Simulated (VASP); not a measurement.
# KMgF3 (Pm-3m) in VASP: a series of runs

KMgF3 is run at these levels: PBE; tasks: single point, relaxation of cell and atoms.

Everything below comes from runs of VASP 6.6.1. Logs are shortened: lines on timing, memory, paths and dates and some standing lists are left out, and cuts for length are marked.

**1. The cell of the first run**

The structure is cubic, space group Pm-3m (No. 221). The conventional cell has a = 4.054 Å, b = 4.054 Å, c = 4.054 Å, α = 90.00°, β = 90.00°, γ = 90.00°. K (site symmetry m-3m) has 12 F at 2.87 Å and 8 Mg at 3.51 Å within 3.8 Å. Mg (site symmetry m-3m) has 6 F at 2.03 Å within 2.7 Å. Within 2.7 Å of F (site symmetry 4/mmm) lie 2 Mg at 2.03 Å.

**2. Single point, PBE**

INCAR

```
PREC = Accurate
ENCUT = 520
EDIFF = 1E-7
ISMEAR = 0
SIGMA = 0.01
LREAL = F
LASPH = T
NELM = 60
ALGO = Normal
ISIF = 2
LWAVE = F
LCHARG = T
GGA = PE
LELF = T
LVHAR = T
NBANDS = 24
```

KPOINTS

```
regular mesh
0
Gamma
  5 5 5
```

POSCAR

```
KMgF3
1.0
    4.0541531174      0.0000000000      0.0000000000
    0.0000000000      4.0541531174      0.0000000000
    0.0000000000      0.0000000000      4.0541531174
K Mg F
1 1 3
Direct
    0.5000000000      0.5000000000      0.5000000000
    0.0000000000      0.0000000000      0.0000000000
    0.5000000000      0.0000000000      0.0000000000
    0.0000000000      0.5000000000      0.0000000000
    0.0000000000      0.0000000000      0.5000000000
```

Potentials or basis: VASP PAW PBE potentials, release 64 (K_sv, Mg, F).

Launch:

```
cat potpaw_PBE.64/K_sv/POTCAR potpaw_PBE.64/Mg/POTCAR potpaw_PBE.64/F/POTCAR > POTCAR
mpirun -np 1 vasp_std > vasp.out
```

OUTCAR:

```text
PREC = Accurate
   ENCUT = 520
   EDIFF = 1E-7
   ISMEAR = 0
   LREAL = F
   LASPH = T
   NELM = 60
   ISIF = 2
   GGA = PE

 ion  position               nearest neighbor table
   1  0.500  0.500  0.500-   2 3.51   2 3.51   2 3.51   2 3.51   2 3.51   2 3.51   2 3.51   2 3.51

   2  0.000  0.000  0.000-   3 2.03   4 2.03   5 2.03   5 2.03   4 2.03   3 2.03   1 3.51   1 3.51
                             1 3.51   1 3.51   1 3.51   1 3.51   1 3.51   1 3.51
   3  0.500  0.000  0.000-   2 2.03   2 2.03
   4  0.000  0.500  0.000-   2 2.03   2 2.03
   5  0.000  0.000  0.500-   2 2.03   2 2.03

  LATTYP: Found a simple cubic cell.
 ALAT       =     4.0541531174

  Lattice vectors:

 A1 = (   4.0541531174,   0.0000000000,   0.0000000000)
 A2 = (   0.0000000000,   4.0541531174,   0.0000000000)
 A3 = (   0.0000000000,   0.0000000000,   4.0541531174)

Analysis of symmetry for initial positions (statically):
=====================================================================
 Subroutine PRICEL returns:
 Original cell was already a primitive cell.

 Routine SETGRP: Setting up the symmetry group for a
 simple cubic supercell.

 Subroutine GETGRP returns: Found 48 space group operations
 (whereof 48 operations were pure point group operations)
 out of a pool of 48 trial point group operations.

The static configuration has the point symmetry O_h .

Analysis of symmetry for dynamics (positions and initial velocities):
=====================================================================
 Subroutine PRICEL returns:
 Original cell was already a primitive cell.

 Routine SETGRP: Setting up the symmetry group for a
 simple cubic supercell.

 Subroutine GETGRP returns: Found 48 space group operations
 (whereof 48 operations were pure point group operations)
 out of a pool of 48 trial point group operations.

The dynamic configuration has the point symmetry O_h .

 Subroutine INISYM returns: Found 48 space group operations
 (whereof 48 operations are pure point group operations),
 and found     1 'primitive' translations

----------------------------------------------------------------------------------------

                                     Primitive cell

  volume of cell :      66.6347

  direct lattice vectors                    reciprocal lattice vectors
     4.054153117  0.000000000  0.000000000     0.246660639  0.000000000  0.000000000
[... 77 lines left out ...]
   EDIFF  = 0.1E-06   stopping-criterion for ELM
   LREAL  =      F    real-space projection
   EDIFFG = 0.1E-05   stopping-criterion for IOM
   NSW    =      0    number of steps for IOM
   IBRION =     -1    ionic relax: 0-MD 1-quasi-New 2-CG
   NFREE  =      0    steps in history (QN), initial steepest desc. (CG)
   ISIF   =      2    stress and relaxation
   ISYM   =      2    0-nonsym 1-usesym 2-fastsym
   POTIM  = 0.5000    time-step for ionic-motion
   TEBEG  =    0.0;   TEEND  =   0.0 temperature during run
   PSTRESS=    0.0 pullay stress
   NELECT =      32.0000    total number of electrons
   NUPDOWN=      -1.0000    fix difference up-down
   EMIN   =  10.00;   EMAX   =-10.00  energy-range for DOS
   EFERMI =   0.00;   METHOD = LEGACY
   ISMEAR =     0;   SIGMA  =   0.01  broadening in eV -4-tet -1-fermi 0-gaus
   EFERMI_NEDOS =   21; number of points for ismear=-14 and -15
   IALGO  =     38    algorithm
   IMIX   =      4    mixing-type and parameters
     AMIX     =   0.40;   BMIX     =  1.00
     AMIX_MAG =   1.60;   BMIX_MAG =  1.00
  volume/ion in A,a.u.               =      13.33        89.93
  Fermi-wavevector in a.u.,A,eV,Ry     =   1.282010  2.422647 22.361843  1.643549
  Thomas-Fermi vector in A             =   2.414346
   LORBIT       =      0    0 simple, 1 ext, 2 COOP (PROOUT), +10 PAW based schemes
   GGA     = PE    functional components
   LHFCALC =     F    Hartree Fock is set to
   AEXX    =    0.0000 exact exchange contribution
   IVDW    =     0    specifies the selected vdW correction
   LEPSILON=     F    determine dielectric tensor
   LRPA    =     F    only Hartree local field effects (RPA)
 non-spin polarized calculation
 Gauss-broadening in eV      SIGMA  =   0.01
  energy-cutoff  :      520.00
  volume of cell :       66.63
 maximum number of plane-waves:      1812
 NGX is ok and might be reduce to    30
   NGX = 15   NGY = 15   NGZ = 15

 number of electron      31.9999960 magnetization

 Free energy of the ion-electron system (eV)
  ---------------------------------------------------
  ext. energy  EPLUGINS =         0.00000000
  ---------------------------------------------------
  free energy    TOTEN  =       -24.44971342 eV

  energy without entropy =      -24.44971342  energy(sigma->0) =      -24.44971342

 E-fermi :  -1.7535     XC(G=0):  -9.4337

 val. band max:       -1.9079853910   @ k =   0.4000   0.4000   0.4000
 cond. band min:       5.0791852974   @ k =   0.0000   0.0000   0.0000
 fundamental gap:      6.9871706884
 Fermi energy:        -1.7535091438

 k-point     1 :       0.0000    0.0000    0.0000
  band No.  band energies     occupation
      1     -27.6105      2.00000
      2     -21.8385      2.00000
      3     -21.2493      2.00000
      4     -21.2493      2.00000
      5     -11.0957      2.00000
      6     -11.0957      2.00000
[... 259 lines left out ...]
     23      12.6708      0.00000
     24      13.1284      0.00000

------------------------ aborting loop because EDIFF is reached ----------------------------------------

  FORCE on cell =-STRESS in cart. coord.  units (eV):
  Direction    XX          YY          ZZ          XY          YZ          ZX
  --------------------------------------------------------------------------------------
  -------------------------------------------------------------------------------------
  Total       -0.1712372     -0.1712372     -0.1712372     -0.0000000      0.0000000     -0.0000000
  in kB       -4.1172586     -4.1172586     -4.1172586     -0.0000000      0.0000000     -0.0000000
  external PRESSURE =      -4.1172586 kB  Pullay stress =       0.0000000 kB

 VOLUME and BASIS-vectors are now :
 -----------------------------------------------------------------------------
  energy-cutoff  :      520.00
  volume of cell :       66.63
      direct lattice vectors                 reciprocal lattice vectors
     4.054153117  0.000000000  0.000000000     0.246660639  0.000000000  0.000000000
     0.000000000  4.054153117  0.000000000     0.000000000  0.246660639  0.000000000
     0.000000000  0.000000000  4.054153117     0.000000000  0.000000000  0.246660639

 POSITION                                       TOTAL-FORCE (eV/Angst)
 -----------------------------------------------------------------------------------
      2.02708      2.02708      2.02708         0.000000      0.000000      0.000000
      0.00000      0.00000      0.00000         0.000000      0.000000      0.000000
      2.02708      0.00000      0.00000         0.000000      0.000000      0.000000
      0.00000      2.02708      0.00000         0.000000      0.000000      0.000000
      0.00000      0.00000      2.02708         0.000000      0.000000      0.000000
 -----------------------------------------------------------------------------------
    total drift:                                0.000000     -0.000000      0.000000

  FREE ENERGIE OF THE ION-ELECTRON SYSTEM (eV)
  ---------------------------------------------------
  free  energy   TOTEN  =       -24.4497134234 eV

  energy  without entropy=      -24.4497134234  energy(sigma->0) =      -24.44971342
```

OSZICAR:

```text
N       E                     dE             d eps       ncg     rms          rms(c)
DAV:   1     0.214443751594E+03    0.21444E+03   -0.17248E+04   512   0.127E+03
DAV:   2    -0.151489561975E+02   -0.22959E+03   -0.22216E+03   600   0.336E+02
DAV:   3    -0.263810039092E+02   -0.11232E+02   -0.11182E+02   720   0.682E+01
DAV:   4    -0.266710508946E+02   -0.29005E+00   -0.29001E+00   616   0.732E+00
DAV:   5    -0.266728568468E+02   -0.18060E-02   -0.18059E-02   632   0.545E-01    0.895E+00
DAV:   6    -0.244430596132E+02    0.22298E+01   -0.73247E+00   576   0.187E+01    0.382E+00
DAV:   7    -0.244512181952E+02   -0.81586E-02   -0.39991E-01   576   0.290E+00    0.230E+00
DAV:   8    -0.244512903977E+02   -0.72203E-04   -0.90231E-02   584   0.263E+00    0.399E-01
DAV:   9    -0.244494743897E+02    0.18160E-02   -0.24551E-02   616   0.105E+00    0.154E-01
DAV:  10    -0.244497297615E+02   -0.25537E-03   -0.14117E-03   576   0.237E-01    0.894E-02
DAV:  11    -0.244497436249E+02   -0.13863E-04   -0.42617E-05   576   0.568E-02    0.442E-02
DAV:  12    -0.244497129190E+02    0.30706E-04   -0.12402E-04   544   0.708E-02    0.333E-03
DAV:  13    -0.244497134228E+02   -0.50375E-06   -0.25015E-06   616   0.108E-02    0.147E-03
DAV:  14    -0.244497134234E+02   -0.55161E-09   -0.20109E-07   504   0.309E-03
   1 F= -.24449713E+02 E0= -.24449713E+02  d E =-.836179-107
```

stdout:

```text
POSCAR found type information on POSCAR K MgF
 POSCAR found :  3 types and       5 ions
 scaLAPACK will be used
 LDA part: xc-table for (Slater+PW92), standard interpolation
 POSCAR, INCAR and KPOINTS ok, starting setup
 FFT: planning ... GRIDC
 FFT: planning ... GRID_SOFT
 FFT: planning ... GRID
 WAVECAR not read
 entering main loop
```

It took 9.1 s on 1 thread of Intel Xeon 6975P-C (Granite Rapids), shared host; peak memory 0.17 GiB.

Results:

* Free energy: -24.4497 eV
* Pressure: -0.4 GPa
* Band gap on the k mesh: 6.99 eV, indirect (least direct gap 7.25 eV)

Levels at points of the mesh, in eV from the valence-band top:
```
           k point  band 14  band 15  band 16  band 17  band 18  band 19
(0.00, 0.00, 0.00)    -0.26    -0.26    -0.26     6.99    10.07    10.07
```

A k mesh can miss the band edges.

**3. Relaxation of cell and atoms, PBE**

This run uses another cell than the first one, of 12.67 Å³/atom, 0.950 times its volume.

INCAR

```
PREC = Accurate
ENCUT = 600
EDIFF = 1E-6
ISMEAR = 0
SIGMA = 0.01
LREAL = F
LASPH = T
NELM = 60
ALGO = Normal
ISIF = 3
LWAVE = F
LCHARG = F
GGA = PE
IBRION = 2
NSW = 80
EDIFFG = -0.05
```

KPOINTS is that of step 2.

Changes to POSCAR since step 2:

```diff
@@ -2,5 +2,5 @@
 1.0
-    4.0541531174      0.0000000000      0.0000000000
-    0.0000000000      4.0541531174      0.0000000000
-    0.0000000000      0.0000000000      4.0541531174
+    3.9859000000      0.0000000000      0.0000000000
+    0.0000000000      3.9859000000      0.0000000000
+    0.0000000000      0.0000000000      3.9859000000
 K Mg F
```

Potentials or basis: VASP PAW PBE potentials, release 64 (K_sv, Mg, F).

Launch:

```
cat potpaw_PBE.64/K_sv/POTCAR potpaw_PBE.64/Mg/POTCAR potpaw_PBE.64/F/POTCAR > POTCAR
mpirun -np 1 vasp_std > vasp.out
```

OUTCAR:

```text
PREC = Accurate
   ENCUT = 600
   EDIFF = 1E-6
   ISMEAR = 0
   LREAL = F
   LASPH = T
   NELM = 60
   ISIF = 3
   GGA = PE
   IBRION = 2
   NSW = 80
   EDIFFG = -0.05

 ion  position               nearest neighbor table
   1  0.500  0.500  0.500-   3 2.82   4 2.82   5 2.82   3 2.82   4 2.82   3 2.82   5 2.82   3 2.82
                             4 2.82   5 2.82   4 2.82   5 2.82   2 3.45   2 3.45   2 3.45   2 3.45
   2  0.000  0.000  0.000-   3 1.99   4 1.99   5 1.99   5 1.99   4 1.99   3 1.99   1 3.45   1 3.45
                             1 3.45   1 3.45   1 3.45   1 3.45   1 3.45   1 3.45
[... 472 lines left out ...]
  Total        0.1944668      0.1944668      0.1944668     -0.0000000      0.0000000     -0.0000000
  in kB        4.7418170      4.7418170      4.7418170     -0.0000000      0.0000000     -0.0000000
  external PRESSURE =       4.7418170 kB  Pullay stress =       0.0000000 kB

 VOLUME and BASIS-vectors are now :
 -----------------------------------------------------------------------------
  energy-cutoff  :      600.00
  volume of cell :       65.71
      direct lattice vectors                 reciprocal lattice vectors
     4.035249974  0.000000000 -0.000000000     0.247816122  0.000000000 -0.000000000
     0.000000000  4.035249974  0.000000000    -0.000000000  0.247816122 -0.000000000
     0.000000000  0.000000000  4.035249974     0.000000000 -0.000000000  0.247816122

 POSITION                                       TOTAL-FORCE (eV/Angst)
 -----------------------------------------------------------------------------------
      2.01762      2.01762      2.01762         0.000000      0.000000      0.000000
      0.00000      0.00000      0.00000         0.000000     -0.000000      0.000000
      2.01762      0.00000     -0.00000         0.000000     -0.000000      0.000000
      0.00000      2.01762      0.00000        -0.000000     -0.000000      0.000000
      0.00000      0.00000      2.01762         0.000000      0.000000      0.000000
 -----------------------------------------------------------------------------------
    total drift:                                0.000000      0.000000     -0.000000

  FREE ENERGIE OF THE ION-ELECTRON SYSTEM (eV)
  ---------------------------------------------------
  free  energy   TOTEN  =       -24.4489368732 eV

  energy  without entropy=      -24.4489368732  energy(sigma->0) =      -24.44893687

 reached required accuracy - stopping structural energy minimisation
```

CONTCAR:

```text
KMgF3
   1.00000000000000
     4.0352499736674865    0.0000000000000000   -0.0000000000000000
     0.0000000000000000    4.0352499736674865    0.0000000000000000
     0.0000000000000000    0.0000000000000000    4.0352499736674865
  K               Mg              F
     1     1     3
Direct
     0.5000000000000000    0.5000000000000000    0.5000000000000000
     0.0000000000000000    0.0000000000000000    0.0000000000000000
     0.5000000000000000    0.0000000000000000    0.0000000000000000
     0.0000000000000000    0.5000000000000000    0.0000000000000000
     0.0000000000000000    0.0000000000000000    0.5000000000000000

  0.00000000E+00  0.00000000E+00  0.00000000E+00
  0.00000000E+00  0.00000000E+00  0.00000000E+00
  0.00000000E+00  0.00000000E+00  0.00000000E+00
  0.00000000E+00  0.00000000E+00  0.00000000E+00
  0.00000000E+00  0.00000000E+00  0.00000000E+00
```

Run time: 12 s. Hardware: 1 thread of Intel Xeon 6975P-C (Granite Rapids), shared host; peak memory 0.19 GiB.

Results:

```
Free energy                            : -24.4489 eV
Relaxed volume                         : 13.14 Å³/atom
Relaxed cell                           : a = 4.035 Å, b = 4.035 Å, c = 4.035 Å, α = 90.00°, β = 90.00°, γ = 90.00°
Space group after relaxing (to 0.05 Å) : Pm-3m (No. 221)
Energy gained by relaxing              : 5.4 meV/atom
Ionic steps                            : 2
Pressure after relaxing                : 0.5 GPa
Band gap on the k mesh                 : 7.09 eV, indirect (least direct gap 7.35 eV)
```

The path:
```
step  energy change (eV)  largest force (eV/Å)  pressure (GPa)  volume (Å³)
   1              0.0000                0.0000            3.25        63.33
   2             -0.0269                0.0000            0.47        65.71
```

Final structure:
```yaml
crystal:
  lattice:
    - [4.03525, 0.00000, 0.00000]
    - [0.00000, 4.03525, 0.00000]
    - [0.00000, 0.00000, 4.03525]
  atoms:
    - { symbol: K, position: [0.50000, 0.50000, 0.50000] }
    - { symbol: Mg, position: [0.00000, 0.00000, 0.00000] }
    - { symbol: F, position: [0.50000, 0.00000, 0.00000] }
    - { symbol: F, position: [0.00000, 0.50000, 0.00000] }
    - { symbol: F, position: [0.00000, 0.00000, 0.50000] }
```

Levels at points of the mesh, in eV from the valence-band top:
```
           k point  band 12  band 13  band 14  band 15  band 16  band 17  band 18  band 19  band 20
(0.00, 0.00, 0.00)    -0.53    -0.53    -0.26    -0.26    -0.26     7.09    10.09    10.09    12.20
```

A k mesh can miss the band edges. Zero-point motion and thermal expansion aren't in these numbers.
